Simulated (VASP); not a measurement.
A run of VASP 6.6.1:

The input POSCAR:

```
AlN
1.0
    0.0000000000      2.2127336128      2.2127336128
    2.2127336128      0.0000000000      2.2127336128
    2.2127336128      2.2127336128      0.0000000000
Al N
1 1
Direct
    0.0000000000      0.0000000000      0.0000000000
    0.2500000000      0.2500000000      0.2500000000
```

File INCAR.step1:

```
PREC     = Accurate       # precision mode
ENCUT    = 520            # plane-wave cutoff, eV
EDIFF    = 1E-5           # SCF threshold, eV
ISMEAR   = -1             # smearing method
SIGMA    = 0.05           # smearing width, eV
LREAL    = F              # projectors in reciprocal space
LASPH    = T              # aspherical terms in the spheres
NELM     = 80             # most SCF steps
ALGO     = Normal         # electronic algorithm
ISIF     = 2              # what is computed and relaxed
LWAVE    = T              # write WAVECAR
NBANDS   = 11             # bands
GGA      = PE             # functional
```

INCAR.step2

```
PREC     = Accurate       # precision mode
ENCUT    = 520            # plane-wave cutoff, eV
EDIFF    = 1E-7           # SCF threshold, eV
ISMEAR   = -1             # smearing method
SIGMA    = 0.05           # smearing width, eV
LREAL    = F              # projectors in reciprocal space
LASPH    = T              # aspherical terms in the spheres
NELM     = 80             # most SCF steps
ALGO     = Normal         # electronic algorithm
ISIF     = 2              # what is computed and relaxed
LWAVE    = F              # write WAVECAR
LCHARG   = T              # write CHGCAR
GGA      = B5             # functional
LHFCALC  = T              # exact exchange
AEXX     = 0.5            # exact-exchange fraction
ALDAX    = 0.5          
AGGAX    = 0.5          
AGGAC    = 1.0          
ALDAC    = 0.0          
PRECFOCK = Normal       
LELF     = T              # ELF
LVHAR    = T            
NBANDS   = 11             # bands
ISTART   = 1
```

Contents of KPOINTS:

```
Automatic mesh
0
Gamma
  5 5 5
```

Potentials or basis: VASP PAW PBE potentials, release 64 (Al, N).

Launch:

```sh
$ cat potpaw_PBE.64/Al/POTCAR potpaw_PBE.64/N/POTCAR > POTCAR
$ cp INCAR.step1 INCAR
$ mpirun -np 1 vasp_std > vasp.out
$ cp INCAR.step2 INCAR
$ mpirun -np 1 vasp_std > vasp.out
```

Hardware: 1 thread of Intel(R) Xeon(R) Platinum 8375C CPU @ 2.90GHz (Ice Lake), with other jobs on the host.

**Question.** Estimate the wall time of this run.

**Answer.** Run time: 3.3 min on 1 thread of Intel(R) Xeon(R) Platinum 8375C CPU @ 2.90GHz (Ice Lake), with other jobs on the host, peak memory 0.14 GiB. Counts: k points 10.
